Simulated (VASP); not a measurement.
Runs of VASP 6.6.1 on TiAl. The structure is that of space group P-6m2 (No. 187), or close to it. The cells are those of the table. 

```csv
cell,gap on the mesh (eV),pressure (GPa)
"a = 2.953, b = 2.953, c = 5.206 Å, angles 90.0, 90.0, 120.0°, 2 atoms",none,(a)
"a = 2.881, b = 2.881, c = 4.834 Å, angles 90.0, 90.0, 120.0°, 2 atoms",none,-4.3
"a = 2.773, b = 2.773, c = 4.277 Å, angles 90.0, 90.0, 120.0°, 2 atoms",none,(b)
"a = 2.773, b = 2.773, c = 4.091 Å, angles 90.0, 90.0, 120.0°, 2 atoms",none,34.9
"a = 2.773, b = 2.773, c = 4.230 Å, angles 90.0, 90.0, 120.0°, 2 atoms",none,26.6
"a = 2.809, b = 2.809, c = 4.927 Å, angles 90.0, 90.0, 120.0°, 2 atoms",none,-1.1
"a = 2.809, b = 2.809, c = 4.091 Å, angles 90.0, 90.0, 120.0°, 2 atoms",none,29.8
"a = 2.809, b = 2.809, c = 5.020 Å, angles 90.0, 90.0, 120.0°, 2 atoms",none,-2.8
```

Alike in all rows: task single point; level PBE; potentials or basis VASP PAW PBE potentials, release 64 (Ti_sv, Al); no spin polarisation; k mesh 18 × 18 × 10; cutoff (eV) 520; smearing gaussian 0.15 eV.

**Question.** Fill in the values left out.

**Answer.** (a) -12.4; (b) 24.2.

A gap of «none» marks levels without a gap at the run's occupations.
